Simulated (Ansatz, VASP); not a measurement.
WC in VASP and in Ansatz

The input INCAR:

```
SYSTEM = WC
PREC = Accurate
ENCUT = 520
EDIFF = 1E-7
ISMEAR = 0
SIGMA = 0.15
LREAL = .FALSE.
LASPH = .TRUE.
NELM = 60
ALGO = Normal
ISIF = 2
LWAVE = .FALSE.
LCHARG = .FALSE.
GGA = PS
NBANDS = 16
```

KPOINTS

```
regular mesh
0
G
  18 18 18
  0 0 0
```

File POSCAR:

```
WC
1.0
    0.0000000000      2.2803913600      2.1926840000
    2.2803913600      0.0000000000      2.1926840000
    2.2803913600      2.2803913600      0.0000000000
W C
1 1
Direct
    0.0000000000      0.0000000000      0.0000000000
    0.5000000000      0.5000000000      0.5000000000
```

Input for Ansatz:

```yaml
crystal:
  lattice:
    - [0.0, 2.28039136, 2.192684]
    - [2.28039136, 0.0, 2.192684]
    - [2.28039136, 2.28039136, 0.0]
  atoms:
    - { symbol: W, position: [0.0, 0.0, 0.0] }
    - { symbol: C, position: [0.5, 0.5, 0.5] }
basis:
  ecutwfc: 420
kpoints:
  mp_grid: { grid: [18, 18, 18] }
hamiltonian:
  xc: pbesol
scf:
  occupations: { method: gaussian, width: 0.15 }
output:
  forces: true
  stress: true
  eigenvalues: true
  write_density: true
  write_potential: true
  elf: true
  volumetric_format: npy
```

Change from the starting cell: strain +0.040 along x and y, +0.000 along z, atoms carried along.

Alike in both runs: task single point; functional PBEsol; k mesh 18 × 18 × 18; occupations gaussian, width 0.15 eV; no spin polarisation.

```csv
,VASP,Ansatz
version,VASP 6.6.1,Ansatz 0.2.0
potentials or method,"VASP PAW PBE potentials, release 64 (W_sv, C), cutoff 520 eV","scalar-relativistic, plane waves, PAW"
valence electrons in the cell,18,18
```

Ansatz gave:

```
gap on the k mesh at the Fermi level (eV)                     : none
pressure (GPa)                                                : -31.8
traceless stress, the component that is largest in VASP (GPa) : 10.08
```

**Question.** Which values does VASP return?

**Answer.** gap on the k mesh at the Fermi level (eV): none; pressure (GPa): -31.1; traceless stress, the component that is largest in VASP (GPa): 10.15.

VASP's potentials were made for PBE, not for PBEsol. A gap of «none» marks a metal or a gap that the smearing closes. Both programs put the cell under strong tension, so it lies far from rest at this level.

Neither program's run includes spin-orbit coupling. Noted on VASP's run: the cell as given lies far from equilibrium.
